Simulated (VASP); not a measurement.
Input of a VASP 6.6.1 run:

The input INCAR:

```
  PREC = Accurate
  ENCUT = 600
  EDIFF = 1E-6
  ISMEAR = 0
  SIGMA = 0.1
  LREAL = False
  LASPH = True
  NELM = 150
  ALGO = Normal
  ISIF = 3
  LWAVE = False
  LCHARG = False
  ISPIN = 2
  MAGMOM = 4 -4 0 0 0 0
  LORBIT = 11
  LMAXMIX = 4
  GGA = PE
  IBRION = 2
  NSW = 90
  EDIFFG = -0.04
```

File KPOINTS:

```
regular mesh
0
Gamma
  4 4 4
```

POSCAR

```
MnF2
1.0
    0.0000000000      4.2604333000      4.2604333000
    4.2604333000      0.0000000000      4.2604333000
    4.2604333000      4.2604333000      0.0000000000
Mn F
2 4
Direct
    0.5000000000      0.5000000000      0.5000000000
    0.7500000000      0.7500000000      0.7500000000
    0.1250000000      0.6250000000      0.6250000000
    0.6250000000      0.1250000000      0.6250000000
    0.6250000000      0.6250000000      0.1250000000
    0.6250000000      0.6250000000      0.6250000000
```

Potentials or basis: VASP PAW PBE potentials, release 64 (Mn_pv, F).

Command:

```console
$ cat potpaw_PBE.64/Mn_pv/POTCAR potpaw_PBE.64/F/POTCAR > POTCAR
$ mpirun -np 1 vasp_std > vasp.out
```

Problem. Predict the band gap on the k mesh.

Solution. 2.87 eV (least direct gap 2.93 eV).

Problem. Estimate the site moments.

Solution. Mn +4.45, -4.45; F +0.00 μB.

Final structure:
```cif
data_structure
_symmetry_space_group_name_H-M 'P 1'
_symmetry_Int_Tables_number 1
_cell_length_a 6.4859
_cell_length_b 6.4859
_cell_length_c 6.4859
_cell_angle_alpha 60.000
_cell_angle_beta 60.000
_cell_angle_gamma 60.000
_cell_volume 192.93
loop_
_atom_site_label
_atom_site_type_symbol
_atom_site_fract_x
_atom_site_fract_y
_atom_site_fract_z
_atom_site_occupancy
Mn1 Mn 0.50000 0.50000 0.50000 1
Mn2 Mn 0.75000 0.75000 0.75000 1
F1 F 0.12500 0.62500 0.62500 1
F2 F 0.62500 0.12500 0.62500 1
F3 F 0.62500 0.62500 0.12500 1
F4 F 0.62500 0.62500 0.62500 1
```

 A k mesh can miss the band edges.
